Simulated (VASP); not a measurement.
# Cu10CO in VASP: single point with PBE+D3(BJ)

Aim: the single point of Cu10CO with PBE+D3(BJ).

Everything below comes from runs of VASP 6.6.1. Logs are shortened: lines on timing, memory, paths and dates and some standing lists are left out, and cuts for length are marked.

### 1 The cell of the first run

The cell holds a slab with vacuum, 12 atoms: a = 5.038 Å, b = 3.562 Å, c = 23.770 Å, α = 90.00°, β = 90.00°, γ = 90.00°.

### 2 Single point, PBE+D3(BJ)

INCAR reads:

```
SYSTEM = Cu10CO
PREC     = Accurate       ! precision mode
ENCUT    = 520            ! plane-wave cutoff, eV
EDIFF    = 1E-6           ! SCF threshold, eV
ISMEAR   = 0              ! smearing method
SIGMA    = 0.1            ! smearing width, eV
LREAL    = .FALSE.        ! projectors in reciprocal space
LASPH    = .TRUE.         ! aspherical terms in the spheres
NELM     = 80             ! most SCF steps
ALGO     = Normal         ! electronic algorithm
ISIF     = 2              ! what is computed and relaxed
LWAVE    = .FALSE.        ! write WAVECAR
LCHARG   = .FALSE.        ! write CHGCAR
LDIPOL   = .TRUE.       
IDIPOL   = 3            
DIPOL    = 0.5 0.5 0.315
GGA      = PE             ! functional
IVDW     = 12             ! dispersion correction
NBANDS   = 72             ! bands
```

KPOINTS reads:

```
Automatic mesh
0
G
  5 8 1
  0 0 0
```

POSCAR reads:

```
Cu10CO
1.0
    5.0378287988      0.0000000000      0.0000000000
    0.0000000000      3.5622829061      0.0000000000
    0.0000000000      0.0000000000     23.7695828997
Cu O C
10 1 1
Direct
    0.2500000000      0.5000000000      0.1682822966
    0.7500000000      0.5000000000      0.1682822966
    0.0000000000      0.0000000000      0.2212683841
    0.5000000000      0.0000000000      0.2212683841
    0.2500000000      0.5000000000      0.2745893242
    0.7500000000      0.5000000000      0.2745893242
    0.0000000000      0.0000000000      0.3296597603
    0.5000000000      0.0000000000      0.3296597603
    0.2500000000      0.5000000000      0.3794590312
    0.7500000000      0.5000000000      0.3794590312
    0.4166666667      0.7500000000      0.4930495814
    0.4166666667      0.7500000000      0.5414307417
```

Potentials or basis: VASP PAW PBE potentials, release 64 (Cu, O, C).

On the command line:

```sh
cat potpaw_PBE.64/Cu/POTCAR potpaw_PBE.64/O/POTCAR potpaw_PBE.64/C/POTCAR > POTCAR
mpirun -np 1 vasp_std > vasp.out
```

OUTCAR:

```text
SYSTEM = Cu10CO
   PREC = Accurate
   ENCUT = 520
   EDIFF = 1E-6
   ISMEAR = 0
   LREAL = .FALSE.
   LASPH = .TRUE.
   NELM = 80
   ISIF = 2
   GGA = PE
   IVDW = 12
 IVDW          = 12

 ion  position               nearest neighbor table
   1  0.250  0.500  0.168-   3 2.52   4 2.52   3 2.52   4 2.52   2 2.52   2 2.52   5 2.53
   2  0.750  0.500  0.168-   3 2.52   4 2.52   3 2.52   4 2.52   1 2.52   1 2.52   6 2.53
   3  0.000  0.000  0.221-   1 2.52   2 2.52   1 2.52   2 2.52   4 2.52   4 2.52   6 2.52   5 2.52
                             6 2.52   5 2.52   7 2.58
   4  0.500  0.000  0.221-   1 2.52   2 2.52   1 2.52   2 2.52   3 2.52   3 2.52   6 2.52   5 2.52
                             6 2.52   5 2.52   8 2.58
   5  0.250  0.500  0.275-   9 2.49   6 2.52   6 2.52   4 2.52   3 2.52   4 2.52   3 2.52   1 2.53
                             7 2.54   7 2.54   8 2.54   8 2.54
   6  0.750  0.500  0.275-  10 2.49   5 2.52   5 2.52   4 2.52   3 2.52   4 2.52   3 2.52   2 2.53
                             7 2.54   7 2.54   8 2.54   8 2.54
   7  0.000  0.000  0.330-   9 2.48  10 2.48   9 2.48  10 2.48   8 2.52   8 2.52   6 2.54   6 2.54
                             5 2.54   5 2.54   3 2.58
   8  0.500  0.000  0.330-   9 2.48  10 2.48   9 2.48  10 2.48   7 2.52   7 2.52   6 2.54   6 2.54
                             5 2.54   5 2.54   4 2.58
   9  0.250  0.500  0.379-   7 2.48   8 2.48   7 2.48   8 2.48   5 2.49  10 2.52  10 2.52
  10  0.750  0.500  0.379-   7 2.48   8 2.48   7 2.48   8 2.48   6 2.49   9 2.52   9 2.52
  11  0.417  0.750  0.493-  12 1.15
  12  0.417  0.750  0.541-  11 1.15

  LATTYP: Found a simple orthorhombic cell.
 ALAT       =     3.5622829061
 B/A-ratio  =     1.4142135624
 C/A-ratio  =     6.6725702383

  Lattice vectors:

 A1 = (   0.0000000000,  -3.5622829061,   0.0000000000)
 A2 = (   5.0378287988,   0.0000000000,   0.0000000000)
 A3 = (   0.0000000000,   0.0000000000,  23.7695828997)

Analysis of symmetry for initial positions (statically):
=====================================================================
 Subroutine PRICEL returns:
 Original cell was already a primitive cell.

 Routine SETGRP: Setting up the symmetry group for a
 simple orthorhombic supercell.

 Subroutine GETGRP returns: Found  1 space group operations
 (whereof  1 operations were pure point group operations)
 out of a pool of  8 trial point group operations.

The static configuration has the point symmetry C_1 .

Analysis of symmetry for dynamics (positions and initial velocities):
=====================================================================
 Subroutine PRICEL returns:
 Original cell was already a primitive cell.

 Routine SETGRP: Setting up the symmetry group for a
 simple orthorhombic supercell.

 Subroutine GETGRP returns: Found  1 space group operations
 (whereof  1 operations were pure point group operations)
 out of a pool of  8 trial point group operations.

The dynamic configuration has the point symmetry C_1 .

 Subroutine INISYM returns: Found  1 space group operations
 (whereof  1 operations are pure point group operations),
 and found     1 'primitive' translations

----------------------------------------------------------------------------------------

                                     Primitive cell

  volume of cell :     426.5730

  direct lattice vectors                    reciprocal lattice vectors
     5.037828799  0.000000000  0.000000000     0.198498210  0.000000000  0.000000000
     0.000000000  3.562282906  0.000000000     0.000000000  0.280718861  0.000000000
     0.000000000  0.000000000 23.769582900     0.000000000  0.000000000  0.042070574

  length of vectors
     5.037828799  3.562282906 23.769582900     0.198498210  0.280718861  0.042070574

  position of ions in fractional coordinates (direct lattice)
     0.250000000  0.500000000  0.168282297
     0.750000000  0.500000000  0.168282297
     0.000000000  0.000000000  0.221268384
     0.500000000  0.000000000  0.221268384
     0.250000000  0.500000000  0.274589324
     0.750000000  0.500000000  0.274589324
     0.000000000  0.000000000  0.329659760
     0.500000000  0.000000000  0.329659760
     0.250000000  0.500000000  0.379459031
     0.750000000  0.500000000  0.379459031
     0.416666667  0.750000000  0.493049581
     0.416666667  0.750000000  0.541430742

  ion indices of the primitive-cell ions
   primitive index   ion index
                 1           1
                 2           2
                 3           3
                 4           4
                 5           5
                 6           6
                 7           7
                 8           8
                 9           9
                10          10
                11          11
                12          12

----------------------------------------------------------------------------------------

 KPOINTS: Automatic mesh

Automatic generation of k-mesh.
 Grid dimensions read from file:
 generate k-points for:    5    8    1

 Generating k-lattice:

  Cartesian coordinates                     Fractional coordinates (reciprocal lattice)
     0.039699642  0.000000000  0.000000000     0.200000000  0.000000000  0.000000000
     0.000000000  0.035089858  0.000000000     0.000000000  0.125000000  0.000000000
     0.000000000  0.000000000  0.042070574     0.000000000  0.000000000  1.000000000

  Length of vectors
     0.039699642  0.035089858  0.042070574

  Shift w.r.t. Gamma in fractional coordinates (k-lattice)
     0.000000000  0.000000000  0.000000000

 Subroutine IBZKPT returns following result:
 ===========================================

 Found     21 irreducible k-points:

 Following reciprocal coordinates:
            Coordinates               Weight
  0.000000  0.000000  0.000000      1.000000
  0.200000  0.000000  0.000000      2.000000
  0.400000  0.000000  0.000000      2.000000
  0.000000  0.125000  0.000000      2.000000
  0.200000  0.125000  0.000000      2.000000
 -0.200000  0.125000  0.000000      2.000000
[... 13 lines left out ...]
  0.200000  0.500000  0.000000      2.000000
  0.400000  0.500000  0.000000      2.000000
   k-points           NKPTS =     21   k-points in BZ     NKDIM =     21   number of bands    NBANDS=     72
   number of dos      NEDOS =    301   number of ions     NIONS =     12
   total plane-waves  NPLWV = 201600
   dimension x,y,z NGX =    40 NGY =   28 NGZ =  180
   dimension x,y,z NGXF=    80 NGYF=   56 NGZF=  360
   ions per type =              10   1   1
   NGX,Y,Z   is equivalent  to a cutoff of  13.20, 13.07, 12.59 a.u.
   NGXF,Y,Z  is equivalent  to a cutoff of  26.40, 26.13, 25.18 a.u.
 SYSTEM =  Cu10CO
   PREC   = accura    normal or accurate (medium, high low for compatibility)
   ISTART =      0    job   : 0-new  1-cont  2-samecut
   ICHARG =      2    charge: 1-file 2-atom 10-const
   ISPIN  =      1    spin polarized calculation?
   LNONCOLLINEAR =      F non collinear calculations
   LSORBIT =      F    spin-orbit coupling
   LASPH  =      T    aspherical Exc in radial PAW
   ENCUT  =  520.0 eV  38.22 Ry    6.18 a.u.   9.37  6.62 44.20*2*pi/ulx,y,z
   NELM   =     80;   NELMIN=  2; NELMDL= -5     # of ELM steps
   EDIFF  = 0.1E-05   stopping-criterion for ELM
   LREAL  =      F    real-space projection
   EDIFFG = 0.1E-04   stopping-criterion for IOM
   NSW    =      0    number of steps for IOM
   IBRION =     -1    ionic relax: 0-MD 1-quasi-New 2-CG
   NFREE  =      0    steps in history (QN), initial steepest desc. (CG)
   ISIF   =      2    stress and relaxation
   ISYM   =      2    0-nonsym 1-usesym 2-fastsym
   POTIM  = 0.5000    time-step for ionic-motion
   TEBEG  =    0.0;   TEEND  =   0.0 temperature during run
   PSTRESS=    0.0 pullay stress
   NELECT =     120.0000    total number of electrons
   NUPDOWN=      -1.0000    fix difference up-down
   EMIN   =  10.00;   EMAX   =-10.00  energy-range for DOS
   EFERMI =   0.00;   METHOD = LEGACY
   ISMEAR =     0;   SIGMA  =   0.10  broadening in eV -4-tet -1-fermi 0-gaus
   EFERMI_NEDOS =   21; number of points for ismear=-14 and -15
   IALGO  =     38    algorithm
   IMIX   =      4    mixing-type and parameters
     AMIX     =   0.40;   BMIX     =  1.00
     AMIX_MAG =   1.60;   BMIX_MAG =  1.00
  volume/ion in A,a.u.               =      35.55       239.89
  Fermi-wavevector in a.u.,A,eV,Ry     =   1.072681  2.027074 15.655484  1.150646
  Thomas-Fermi vector in A             =   2.208459
   LORBIT       =      0    0 simple, 1 ext, 2 COOP (PROOUT), +10 PAW based schemes
   GGA     = PE    functional components
   LHFCALC =     F    Hartree Fock is set to
   AEXX    =    0.0000 exact exchange contribution
   IVDW    =    12    specifies the selected vdW correction
   LEPSILON=     F    determine dielectric tensor
   LRPA    =     F    only Hartree local field effects (RPA)
 non-spin polarized calculation
 Gauss-broadening in eV      SIGMA  =   0.10
  energy-cutoff  :      520.00
  volume of cell :      426.57
 maximum number of plane-waves:     11545
 NGX is ok and might be reduce to    40
   NGX = 19   NGY = 13   NGZ = 89

 number of electron     119.9999911 magnetization

 dipolmoment           0.000000      0.000000     -0.001763 electrons x Angstroem

 Free energy of the ion-electron system (eV)
  ---------------------------------------------------
  ext. energy  EPLUGINS =         0.00000000
  ---------------------------------------------------
  free energy    TOTEN  =       -48.43554431 eV

  energy without entropy =      -48.41655524  energy(sigma->0) =      -48.42604978

 E-fermi :  -0.5420     XC(G=0):  -5.0052

 val. band max:       -0.5596468778   @ k =   0.0000   0.1250   0.0000
 cond. band min:      -0.5100285432   @ k =   0.4000   0.5000   0.0000
 fundamental gap:      0.0496183346
 Fermi energy:        -0.5420495440

 k-point     1 :       0.0000    0.0000    0.0000
  band No.  band energies     occupation
      1     -25.8884      2.00000
      2     -10.9072      2.00000
      3      -9.3877      2.00000
      4      -8.4250      2.00000
      5      -8.1431      2.00000
      6      -7.3603      2.00000
[... 64 lines left out ...]
     71       4.2133      0.00000
     72       4.5676      0.00000

 k-point     2 :       0.2000    0.0000    0.0000
  band No.  band energies     occupation
      1     -25.8883      2.00000
      2     -10.9043      2.00000
      3      -9.1429      2.00000
      4      -8.4407      2.00000
      5      -8.1425      2.00000
      6      -7.1393      2.00000
[... 64 lines left out ...]
     71       4.4157      0.00000
     72       4.8295      0.00000

 k-point     3 :       0.4000    0.0000    0.0000
  band No.  band energies     occupation
      1     -25.8879      2.00000
      2     -10.8998      2.00000
      3      -8.4744      2.00000
      4      -8.4222      2.00000
      5      -8.1417      2.00000
      6      -7.3399      2.00000
[... 1339 lines left out ...]
     71       4.9802      0.00000
     72       5.0172      0.00000

 k-point    21 :       0.4000    0.5000    0.0000
  band No.  band energies     occupation
      1     -25.8558      2.00000
      2     -10.8023      2.00000
      3      -8.6780      2.00000
      4      -8.3760      2.00000
      5      -6.0929      2.00000
      6      -5.9023      2.00000
[... 64 lines left out ...]
     71       4.1083      0.00000
     72       5.3562      0.00000

------------------------ aborting loop because EDIFF is reached ----------------------------------------

 vacuum level on the upper side and lower side of the slab       (xc-potential included)        -0.138        -0.137

 Edisp (eV)   -4.12684

 E8    (eV) :    -1.8262

  FORCE on cell =-STRESS in cart. coord.  units (eV):
  Direction    XX          YY          ZZ          XY          YZ          ZX
  --------------------------------------------------------------------------------------
  -------------------------------------------------------------------------------------
  Total      -3.22677    -3.77532    -0.38506    -0.00616    -0.00326    -0.02141
  in kB     -12.11952   -14.17982    -1.44627    -0.02313    -0.01224    -0.08043
  external pressure =       -9.25 kB  Pullay stress =        0.00 kB

 VOLUME and BASIS-vectors are now :
 -----------------------------------------------------------------------------
  energy-cutoff  :      520.00
  volume of cell :      426.57
      direct lattice vectors                 reciprocal lattice vectors
     5.037828799  0.000000000  0.000000000     0.198498210  0.000000000  0.000000000
     0.000000000  3.562282906  0.000000000     0.000000000  0.280718861  0.000000000
     0.000000000  0.000000000 23.769582900     0.000000000  0.000000000  0.042070574

 POSITION                                       TOTAL-FORCE (eV/Angst)
 -----------------------------------------------------------------------------------
      1.25946      1.78114      4.00000        -0.003257      0.000769      0.197649
      3.77837      1.78114      4.00000         0.003388     -0.000304      0.193126
      0.00000      0.00000      5.25946        -0.003297     -0.000243     -0.300370
      2.51891      0.00000      5.25946         0.003204     -0.000469     -0.309581
      1.25946      1.78114      6.52687         0.004913      0.001429      0.009764
      3.77837      1.78114      6.52687        -0.004820      0.004501     -0.003275
      0.00000      0.00000      7.83588        -0.003296      0.005719      0.068438
      2.51891      0.00000      7.83588         0.005513      0.013860      0.030007
      1.25946      1.78114      9.01958        -0.039415     -0.021197      0.004687
      3.77837      1.78114      9.01958         0.045058     -0.017446      0.011862
      2.09910      2.67171     11.71958        -0.008971      0.014626      0.698112
      2.09910      2.67171     12.86958         0.000982     -0.001243     -0.600419
 -----------------------------------------------------------------------------------
    total drift:                               -0.000466      0.000017      0.005177

  FREE ENERGIE OF THE ION-ELECTRON SYSTEM (eV)
  ---------------------------------------------------
  free  energy   TOTEN  =       -52.5623850689 eV

  energy  without entropy=      -52.5433959990  energy(sigma->0) =      -52.55289053

 vacuum level on the upper side and lower side of the slab         3.682         3.697
```

It took 27 min on 1 thread of Intel Xeon Platinum 8259CL at 2.50GHz (Skylake/Cascade Lake), shared host; peak memory 0.79 GiB.

Results:

* Free energy: -52.5624 eV
* Largest force: 0.698 eV/Å
* Band gap on the k mesh: zero (bands 60 and 61 overlap by 0.32 eV)
* Dispersion energy per atom: -0.344 eV

Forces on the atoms (eV/Å):
```
Cu  -0.003  0.001  0.198
Cu   0.003  0.000  0.193
Cu  -0.003  0.000 -0.300
Cu   0.003  0.000 -0.310
Cu   0.005  0.001  0.010
Cu  -0.005  0.005 -0.003
Cu  -0.003  0.006  0.068
Cu   0.006  0.014  0.030
Cu  -0.039 -0.021  0.005
Cu   0.045 -0.017  0.012
O   -0.009  0.015  0.698
C    0.001 -0.001 -0.600
```

With open d or f shells a metallic result of PBE can be an artefact of self-interaction; +U or a hybrid may open a gap.

The gap in the log of VASP goes by the Fermi energy; the results here count the filled bands.